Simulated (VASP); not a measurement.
A run of VASP 6.6.1 is set up as follows.

File INCAR:

```
SYSTEM = Al
ALGO = Normal
EDIFF = 1E-6
ENCUT = 520
GGA = PE
ISIF = 2
ISMEAR = 0
IVDW = 12
LASPH = .True.
LCHARG = .True.
LELF = .True.
LREAL = .False.
LVHAR = .True.
LWAVE = .False.
NBANDS = 8
NELM = 100
PREC = Accurate
SIGMA = 0.15
```

KPOINTS

```
k-points
0
Gamma
  22 22 22
  0 0 0
```

The input POSCAR:

```
Al
1.0
    0.0000000000      1.9404149740      2.0962302964
    1.9404149740      0.0000000000      2.0962302964
    1.9404149740      1.9404149740      0.0000000000
Al
1
Direct
    0.0000000000      0.0000000000      0.0000000000
```

Potentials or basis: VASP PAW PBE potentials, release 64 (Al).

The run is started by

```sh
$ cat potpaw_PBE.64/Al/POTCAR > POTCAR
$ mpirun -np 1 vasp_std > vasp.out
```

Question: Estimate the dispersion energy per atom.

Answer: -0.352 eV.

Question: Estimate the pressure.

Answer: 0.5 GPa.

Stress tensor (GPa, compression positive):
```
 2.29  0.00  0.00
 0.00  2.29  0.00
 0.00  0.00 -3.07
```

Caveat: pairwise dispersion overbinds metals, which lowers pressure and volume.
